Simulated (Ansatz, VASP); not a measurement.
Two plane-wave programs on Ir

File POSCAR:

```
Ir
1.0
    0.0000000000      1.9228496764      1.9228496764
    1.9228496764      0.0000000000      1.9228496764
    1.9228496764      1.9228496764      0.0000000000
Ir
1
Direct
    0.0000000000      0.0000000000      0.0000000000
```

The input INCAR.step1:

```
ALGO = Normal
EDIFF = 1E-5
ENCUT = 550
GGA = PE
GGA_COMPAT = False
ISMEAR = 0
LASPH = True
LCHARG = False
LREAL = False
LWAVE = True
NBANDS = 14
NELM = 120
PREC = Accurate
SIGMA = 0.6
```

File INCAR.step2:

```
ALGO = Normal
EDIFF = 1E-6
ENCUT = 550
GGA_COMPAT = False
ISIF = 2
ISMEAR = 0
ISTART = 1
LASPH = True
LCHARG = True
LELF = True
LMIXTAU = True
LREAL = False
LVHAR = True
LWAVE = False
METAGGA = R2SCAN
NBANDS = 14
NELM = 120
PREC = Accurate
SIGMA = 0.6
```

KPOINTS

```
k-points
0
Gamma
  14 14 14
```

Input for Ansatz:

```yaml
crystal:
  lattice:
    - [0.0, 1.9228496764, 1.9228496764]
    - [1.9228496764, 0.0, 1.9228496764]
    - [1.9228496764, 1.9228496764, 0.0]
  atoms:
    - { symbol: Ir, position: [0.0, 0.0, 0.0] }
hamiltonian:
  xc: r2scan
  pseudopotentials:
    kind: paw
    azcp:
      Ir: "pseudopotentials/Ir.paw.azcp"
basis:
  ecutwfc: 500
  fft_grid_basis: typed
kpoints:
  mp_grid: { grid: [14, 14, 14], shift: [0, 0, 0] }
magnetization:
  spin_polarized: false
scf:
  occupations: { method: gaussian, width: 0.6 }
  lower_state_search: "off"
output:
  stress: true
```

Alike in both runs: task single point; functional r2SCAN; k mesh 14 × 14 × 14; occupations gaussian, width 0.6 eV; no spin polarisation.

|  | VASP | Ansatz |
| --- | --- | --- |
| version | VASP 6.6.1 | Ansatz 0.2.0 |
| potentials or method | VASP PAW PBE potentials, release 64 (Ir_sv_GW), cutoff 550 eV | plane waves (500 eV) with PAW, scalar-relativistic |
| valence electrons in the cell | 17 | 17 |

VASP gave:

```
pressure (GPa) : -0.9
```

Question: Which values does Ansatz return?

Answer: Pressure (GPa): 1.3.

VASP's potentials were made for PBE, not for r2SCAN. With one functional, cell and mesh, what is left measures potentials, basis and numerics.

Neither program's run includes spin-orbit coupling.
